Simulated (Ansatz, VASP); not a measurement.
## Two plane-wave programs on CaSe

INCAR

```
SYSTEM = CaSe
PREC = Accurate ; ENCUT = 600
EDIFF = 1E-6 ; ISMEAR = 0
SIGMA = 0.02 ; LREAL = .False.
LASPH = .True. ; NELM = 60
ALGO = Normal ; ISIF = 3
LWAVE = .False. ; LCHARG = .False.
GGA = PE ; IBRION = 2
NSW = 100 ; EDIFFG = -0.005
```

Contents of KPOINTS:

```
regular mesh
0
Gamma
  8 8 8
  0 0 0
```

POSCAR

```
CaSe
1.0
    0.0000000000      2.9702381052      2.9702381052
    2.9702381052      0.0000000000      2.9702381052
    2.9702381052      2.9702381052      0.0000000000
Ca Se
1 1
Direct
    0.0000000000      0.0000000000      0.0000000000
    0.5000000000      0.5000000000      0.5000000000
```

Input for Ansatz:

```yaml
crystal:
  lattice:
    - [0.0, 2.9702381052, 2.9702381052]
    - [2.9702381052, 0.0, 2.9702381052]
    - [2.9702381052, 2.9702381052, 0.0]
  atoms:
    - { symbol: Ca, position: [0.0, 0.0, 0.0] }
    - { symbol: Se, position: [0.5, 0.5, 0.5] }
basis:
  ecutwfc: 420
kpoints:
  mp_grid: { grid: [8, 8, 8] }
hamiltonian:
  xc: pbe
scf:
  occupations: { method: gaussian, width: 0.02 }
output:
  forces: true
  stress: true
  eigenvalues: true
relax:
  adjacent_minimum: "off"
  f_tol: 0.005
  max_steps: 80
  cell: { stress_tol: 0.05 }
```

Alike in both runs: task relaxation of cell and atoms; functional PBE; k mesh 8 × 8 × 8; occupations gaussian, width 0.02 eV; no spin polarisation.

|  | VASP | Ansatz |
| --- | --- | --- |
| version | VASP 6.6.1 | Ansatz 0.2.0 |
| potentials or method | VASP PAW PBE potentials, release 64 (Ca_sv, Se), cutoff 600 eV | scalar-relativistic, plane waves, PAW |
| valence electrons in the cell | 16 | 26 |

Ansatz gave:

| Property | Result |
| --- | --- |
| gap on the k mesh at the Fermi level, each at its own relaxed structure (eV) | 2.08 |
| relaxed volume (Å³/atom) | 26.44 |
| relaxed length of the cell vector where the two differ most in proportion (Å) | 4.213 |

Q: What did VASP give for the same quantities?

A: gap on the k mesh at the Fermi level, each at its own relaxed structure (eV): 2.08; relaxed volume (Å³/atom): 26.53; relaxed length of the cell vector where the two differ most in proportion (Å): 4.218.

VASP's potentials hold 16 valence electrons a cell and Ansatz's 26, so a difference there can come from the potentials and not from the codes.
